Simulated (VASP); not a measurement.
# PbO (P4/nmm) in VASP: a series of runs, part 2 of 2

VASP 6.6.1. The steps go on from the part before.

### 4 Electric field gradients, LDA (zz strain of -2 %)

File INCAR:

```
PREC = Accurate
ENCUT = 520
EDIFF = 1E-8
ISMEAR = -1
SIGMA = 0.03
LREAL = False
LASPH = True
NELM = 100
ALGO = Normal
ISIF = 2
LWAVE = False
LCHARG = False
LEFG = True
NBANDS = 28
```

File KPOINTS:

```
regular mesh
0
Gamma
  7 7 6
```

File POSCAR:

```
PbO
1.0
    3.9744000000      0.0000000000      0.0000000000
    0.0000000000      3.9744000000      0.0000000000
    0.0000000000      0.0000000000      4.9215600000
Pb O
2 2
Direct
    0.0000000000      0.5000000000      0.2351000000
    0.5000000000      0.0000000000      0.7649000000
    0.0000000000      0.0000000000      0.0000000000
    0.5000000000      0.5000000000      0.0000000000
```

Potentials or basis: VASP PAW LDA potentials, release 64 (Pb_d, O).

Started as:

```sh
> cat potpaw_LDA.64/Pb_d/POTCAR potpaw_LDA.64/O/POTCAR > POTCAR
> mpirun -np 1 vasp_std > vasp.out
```

OUTCAR:

```text
PREC = Accurate
   ENCUT = 520
   EDIFF = 1E-8
   ISMEAR = -1
   LREAL = False
   LASPH = True
   NELM = 100
   ISIF = 2

 ion  position               nearest neighbor table
   1  0.000  0.500  0.235-   3 2.30   4 2.30   3 2.30   4 2.30   2 3.64   2 3.64   2 3.64   2 3.64
                             2 3.83   2 3.83   2 3.83   2 3.83
   2  0.500  0.000  0.765-   3 2.30   4 2.30   4 2.30   3 2.30   1 3.64   1 3.64   1 3.64   1 3.64
                             1 3.83   1 3.83   1 3.83   1 3.83
   3  0.000  0.000  0.000-   1 2.30   2 2.30   1 2.30   2 2.30
   4  0.500  0.500  0.000-   1 2.30   2 2.30   2 2.30   1 2.30

  LATTYP: Found a simple tetragonal cell.
 ALAT       =     3.9744000000
 C/A-ratio  =     1.2383152174

  Lattice vectors:

 A1 = (   3.9744000000,   0.0000000000,   0.0000000000)
 A2 = (   0.0000000000,   3.9744000000,   0.0000000000)
 A3 = (   0.0000000000,   0.0000000000,   4.9215600000)

Analysis of symmetry for initial positions (statically):
=====================================================================
 Subroutine PRICEL returns:
 Original cell was already a primitive cell.

 Routine SETGRP: Setting up the symmetry group for a
 simple tetragonal supercell.

 Subroutine GETGRP returns: Found 16 space group operations
 (whereof  8 operations were pure point group operations)
 out of a pool of 16 trial point group operations.

The static configuration has the point symmetry D_2d.
 The point group associated with its full space group is D_4h.

Analysis of symmetry for dynamics (positions and initial velocities):
=====================================================================
 Subroutine PRICEL returns:
 Original cell was already a primitive cell.

 Routine SETGRP: Setting up the symmetry group for a
 simple tetragonal supercell.

 Subroutine GETGRP returns: Found 16 space group operations
 (whereof  8 operations were pure point group operations)
 out of a pool of 16 trial point group operations.

The dynamic configuration has the point symmetry D_2d.
 The point group associated with its full space group is D_4h.

 Subroutine INISYM returns: Found 16 space group operations
 (whereof  8 operations are pure point group operations),
 and found     1 'primitive' translations

----------------------------------------------------------------------------------------

                                     Primitive cell

  volume of cell :      77.7402

  direct lattice vectors                    reciprocal lattice vectors
     3.974400000  0.000000000  0.000000000     0.251610306  0.000000000  0.000000000
     0.000000000  3.974400000  0.000000000     0.000000000  0.251610306  0.000000000
     0.000000000  0.000000000  4.921560000     0.000000000  0.000000000  0.203187607

  length of vectors
     3.974400000  3.974400000  4.921560000     0.251610306  0.251610306  0.203187607

  position of ions in fractional coordinates (direct lattice)
     0.000000000  0.500000000  0.235100000
     0.500000000  0.000000000  0.764900000
     0.000000000  0.000000000  0.000000000
[... 89 lines left out ...]
   TEBEG  =    0.0;   TEEND  =   0.0 temperature during run
   PSTRESS=    0.0 pullay stress
   NELECT =      40.0000    total number of electrons
   NUPDOWN=      -1.0000    fix difference up-down
   EMIN   =  10.00;   EMAX   =-10.00  energy-range for DOS
   EFERMI =   0.00;   METHOD = LEGACY
   ISMEAR =    -1;   SIGMA  =   0.03  broadening in eV -4-tet -1-fermi 0-gaus
   EFERMI_NEDOS =   21; number of points for ismear=-14 and -15
   IALGO  =     38    algorithm
   IMIX   =      4    mixing-type and parameters
     AMIX     =   0.40;   BMIX     =  1.00
     AMIX_MAG =   1.60;   BMIX_MAG =  1.00
  volume/ion in A,a.u.               =      19.44       131.15
  Fermi-wavevector in a.u.,A,eV,Ry     =   1.311836  2.479010 23.414449  1.720913
  Thomas-Fermi vector in A             =   2.442270
   LORBIT       =      0    0 simple, 1 ext, 2 COOP (PROOUT), +10 PAW based schemes
   GGA     = CA    functional components
   LHFCALC =     F    Hartree Fock is set to
   AEXX    =    0.0000 exact exchange contribution
   IVDW    =     0    specifies the selected vdW correction
   LEPSILON=     F    determine dielectric tensor
   LRPA    =     F    only Hartree local field effects (RPA)
 non-spin polarized calculation
  energy-cutoff  :      520.00
  volume of cell :       77.74
 maximum number of plane-waves:      2146
 NGX is ok and might be reduce to    30
   NGX = 15   NGY = 15   NGZ = 19

 number of electron      39.9999991 magnetization

 Free energy of the ion-electron system (eV)
  ---------------------------------------------------
  ext. energy  EPLUGINS =         0.00000000
  ---------------------------------------------------
  free energy    TOTEN  =       -24.39562255 eV

  energy without entropy =      -24.39562255  energy(sigma->0) =      -24.39562255

 E-fermi :   5.6554     XC(G=0): -10.4049

 val. band max:        5.0553661625   @ k =   0.1429   0.0000   0.0000
 cond. band min:       6.5170038908   @ k =   0.4286   0.4286   0.0000
 fundamental gap:      1.4616377283
 Fermi energy:         5.6553577348

 k-point     1 :       0.0000    0.0000    0.0000
  band No.  band energies     occupation
      1     -13.2942      2.00000
      2     -12.7574      2.00000
      3     -10.9160      2.00000
      4     -10.9160      2.00000
      5     -10.8418      2.00000
      6     -10.8138      2.00000
[... 733 lines left out ...]
     27      14.4154      0.00000
     28      15.1427      0.00000

 [... further k-points ...]
[... 5 lines left out ...]
  --------------------------------------------------------------------------------------
  -------------------------------------------------------------------------------------
  Total       -0.2179650     -0.2179650      0.2942048      0.0000000     -0.0000000      0.0000000
  in kB       -4.4921204     -4.4921204      6.0633740      0.0000000     -0.0000000      0.0000000
  external PRESSURE =      -0.9736222 kB  Pullay stress =       0.0000000 kB

 VOLUME and BASIS-vectors are now :
 -----------------------------------------------------------------------------
  energy-cutoff  :      520.00
  volume of cell :       77.74
      direct lattice vectors                 reciprocal lattice vectors
     3.974400000  0.000000000  0.000000000     0.251610306  0.000000000  0.000000000
     0.000000000  3.974400000  0.000000000     0.000000000  0.251610306  0.000000000
     0.000000000  0.000000000  4.921560000     0.000000000  0.000000000  0.203187607

 POSITION                                       TOTAL-FORCE (eV/Angst)
 -----------------------------------------------------------------------------------
      0.00000      1.98720      1.15706         0.000000      0.000000      0.260674
      1.98720      0.00000      3.76450         0.000000      0.000000     -0.260674
      0.00000      0.00000      0.00000         0.000000      0.000000      0.000000
      1.98720      1.98720      0.00000         0.000000     -0.000000      0.000000
 -----------------------------------------------------------------------------------
    total drift:                                0.000000      0.000000     -0.000000

  FREE ENERGIE OF THE ION-ELECTRON SYSTEM (eV)
  ---------------------------------------------------
  free  energy   TOTEN  =       -24.3956225502 eV

  energy  without entropy=      -24.3956225501  energy(sigma->0) =      -24.39562255

 Electric field gradients (V/A^2)
---------------------------------------------------------------------
 ion       V_xx      V_yy      V_zz      V_xy      V_xz      V_yz
---------------------------------------------------------------------
   1     108.900   108.900  -217.801     0.000     0.000    -0.000
   2     108.900   108.900  -217.801     0.000     0.000     0.000
   3       3.755     3.755    -7.511     0.000    -0.000     0.000
   4       3.755     3.755    -7.511    -0.000     0.000    -0.000
---------------------------------------------------------------------

 Electric field gradients after diagonalization (V/A^2)
 (convention: |V_zz| > |V_xx| > |V_yy|)
----------------------------------------------------------------------
 ion       V_xx      V_yy      V_zz     asymmetry (V_yy - V_xx)/ V_zz
----------------------------------------------------------------------
   1     108.900   108.900  -217.801       0.000
   2     108.900   108.900  -217.801       0.000
   3       3.755     3.755    -7.511       0.000
   4       3.755     3.755    -7.511       0.000
----------------------------------------------------------------------

           NMR quadrupolar parameters

 Cq : quadrupolar parameter    Cq=e*Q*V_zz/h
 eta: asymmetry parameters     (V_yy - V_xx)/ V_zz
 Q  : nuclear electric quadrupole moment in mb (millibarn)
----------------------------------------------------------------------
 ion       Cq(MHz)       eta       Q (mb)
----------------------------------------------------------------------
   1      -0.527       0.000       1.000
   2      -0.527       0.000       1.000
   3      -0.018       0.000       1.000
   4      -0.018       0.000       1.000
----------------------------------------------------------------------
```

stdout:

```text
POSCAR found type information on POSCAR PbO
 POSCAR found :  2 types and       4 ions
 scaLAPACK will be used
 LDA part: xc-table for (Slater(with rela. corr.)+CA(PZ))
 , standard interpolation
 POSCAR, INCAR and KPOINTS ok, starting setup
 FFT: planning ... GRIDC
 FFT: planning ... GRID_SOFT
 FFT: planning ... GRID
 WAVECAR not read
 entering main loop
ion   1

ion   2

ion   3

ion   4
```

Wall time 2.6 min (1 thread of AMD EPYC 7R43 (Zen 3), shared host); peak memory 0.16 GiB.

What came out:

```yaml
Free_energy: -24.3956 eV
Pressure: -0.1 GPa
Largest_force: 0.261 eV/Å
Band_gap_on_the_k_mesh: 1.46 eV, indirect (least direct gap 2.22 eV)
```

Forces in eV/Å, atoms in the order of the input:
```
Pb   0.000  0.000  0.261
Pb   0.000  0.000 -0.261
O    0.000  0.000  0.000
O    0.000  0.000  0.000
```

Levels at points of the mesh, in eV from the valence-band top:
```
           k point  band 18  band 19  band 20  band 21  band 22  band 23
(0.00, 0.00, 0.00)    -1.84    -1.78    -0.04     2.35     5.39     5.68
(0.00, 0.00, 0.50)    -1.87    -1.82    -0.87     1.71     3.95     3.95
```

Electric field gradients, principal values (V/Å²):
```csv
atom,least,middle,greatest (by size)
1 Pb,108.900,108.900,-217.801
2 Pb,108.900,108.900,-217.801
3 O,3.755,3.755,-7.511
4 O,3.755,3.755,-7.511
```

Caveat: the cell differs from its parent crystal (zz strain of -2 %); without QUAD_EFG the Cq values of the log hold for a quadrupole moment of 1 mb, not for the nuclei; spin-orbit coupling is left out, which moves the levels of the heavy elements.
